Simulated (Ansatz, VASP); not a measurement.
# Al in VASP and in Ansatz

Contents of INCAR:

```
PREC     = Accurate       # precision mode
ENCUT    = 520            # plane-wave cutoff, eV
EDIFF    = 1E-6           # SCF threshold, eV
ISMEAR   = -1             # smearing method
SIGMA    = 0.05           # smearing width, eV
LREAL    = F              # projectors in reciprocal space
LASPH    = T              # aspherical terms in the spheres
NELM     = 150            # most SCF steps
ALGO     = Normal         # electronic algorithm
ISIF     = 2              # what is computed and relaxed
LWAVE    = F              # write WAVECAR
LCHARG   = T              # write CHGCAR
ISPIN    = 2              # spin polarisation
MAGMOM   = 0.18           # initial moments
LORBIT   = 11             # projections on sites
GGA      = RE             # functional
LELF     = T              # ELF
LVHAR    = T            
NBANDS   = 12             # bands
```

The input KPOINTS:

```
Automatic mesh
0
Gamma
  11 11 11
```

The input POSCAR:

```
Al
1.0
    0.0000000000      2.0774207080      2.0774207080
    2.0774207080      0.0000000000      2.0774207080
    2.0774207080      2.0774207080      0.0000000000
Al
1
Direct
    0.0000000000      0.0000000000      0.0000000000
```

input.yaml

```yaml
crystal:
  lattice:
    - [0.0, 2.077420708, 2.077420708]
    - [2.077420708, 0.0, 2.077420708]
    - [2.077420708, 2.077420708, 0.0]
  atoms:
    - { symbol: Al, position: [0.0, 0.0, 0.0], spin: 0.18 }
kpoints:
  mp_grid: { grid: [11, 11, 11] }
scf:
  occupations: { method: fermi_dirac, width: 0.05 }
hamiltonian:
  xc: revpbe
  pseudopotentials: { kind: all_electron, datasets: crystal }
magnetization:
  spin_polarized: true
output:
  forces: true
  stress: true
  eigenvalues: true
```

Change from the starting cell: volume scaled by 1.08.

Alike in both runs: task single point; functional revPBE; k mesh 11 × 11 × 11; occupations fermi-dirac, width 0.05 eV; collinear spin.

|  | VASP | Ansatz |
| --- | --- | --- |
| version | VASP 6.6.1 | Ansatz 0.2.0 |
| potentials or method | VASP PAW PBE potentials, release 64 (Al), cutoff 520 eV | all-electron PAW datasets made for the crystal |

```csv
,VASP,Ansatz,Ansatz less VASP
gap on the k mesh at the Fermi level (eV),none,none,-
pressure (GPa),-4.7,-4.5,+0.15
net moment per atom (μB),0.00,0.00,0.000
```

VASP's potentials were made for PBE, not for revPBE. A gap of «none» marks a metal or a gap that the smearing closes. Ansatz ran all-electron here, and VASP with PAW potentials.
